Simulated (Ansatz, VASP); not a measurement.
## Two plane-wave programs on CsSnBr3

```
CELL_PARAMETERS angstrom
5.81348 0.00000 0.00000
0.00000 5.81348 0.00000
0.00000 0.00000 5.81348
ATOMIC_POSITIONS crystal
Cs 0.00000 0.00000 0.00000
Sn 0.50000 0.50000 0.50000
Br 0.50000 0.00000 0.50000
Br 0.50000 0.50000 0.00000
Br 0.00000 0.50000 0.50000
```

Alike in both runs: functional PBE; dispersion D3(BJ); k mesh 6 × 6 × 6; occupations gaussian, width 0.02 eV; no spin polarisation.

Ansatz relaxed the structure, and its values are those at the end. VASP's run is a single point on that final structure, the one shown.

```csv
,VASP,Ansatz
version,VASP 6.6.1,Ansatz 0.2.0
potentials or method,"VASP PAW PBE potentials, release 64 (Cs_sv, Sn_d, Br), cutoff 500 eV","scalar-relativistic, plane waves, PAW"
valence electrons in the cell,44,44
```

```csv
,VASP,Ansatz,Ansatz less VASP
gap on the k mesh at the Fermi level (eV),0.43,0.43,0.000
least direct gap on the mesh (eV),0.43,0.43,0.000
pressure (GPa),0.0,0.0,+0.01
```

Spin-orbit coupling is off throughout.
